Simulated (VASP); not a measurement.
Crystal: Pt.

```
Pt
1.0
    -1.58422    1.58422    1.58422
     1.58422   -1.58422    1.58422
     1.58422    1.58422   -1.58422
Pt
1
Cartesian
  0.0000 0.0000 0.0000
```

This isn't the form of Pt at room conditions, which is fcc.

| Quantity | Value |
| --- | --- |
| Program | VASP 6.6.1 |
| Task | relaxation of cell and atoms |
| Functional | r2SCAN |
| Potentials or basis | VASP PAW PBE potentials, release 64 (Pt) |
| Cutoff | 550 eV |
| k mesh | 15 × 15 × 15 |
| Occupations | methfessel-paxton, width 0.05 eV |
| Spin | no spin polarisation |

At the start: pressure -6.2 GPa; volume 15.90 Å³/atom.

Question: Where does the relaxation end?

Answer: Over 4 steps the energy falls by 8.0 meV/atom and the volume is 15.51 Å³/atom (-2.5 %); space group Im-3m (No. 229, to 0.1 Å) before and after.

Step by step:
| step | energy change (eV) | largest force (eV/Å) | pressure (GPa) | volume (Å³) |
| --- | --- | --- | --- | --- |
| 1 | 0.0000 | 0.0000 | -6.18 | 15.90 |
| 2 | 0.0490 | 0.0000 | 20.00 | 14.53 |
| 3 | -0.0079 | 0.0000 | -0.17 | 15.52 |
| 4 | -0.0080 | 0.0000 | -0.01 | 15.51 |

Final structure:
```
CELL_PARAMETERS angstrom
-1.57092 1.57092 1.57092
1.57092 -1.57092 1.57092
1.57092 1.57092 -1.57092
ATOMIC_POSITIONS crystal
Pt 0.00000 0.00000 0.00000
```

Caveat: the PAW data sets were made with another functional, which shifts forces and pressure a little.
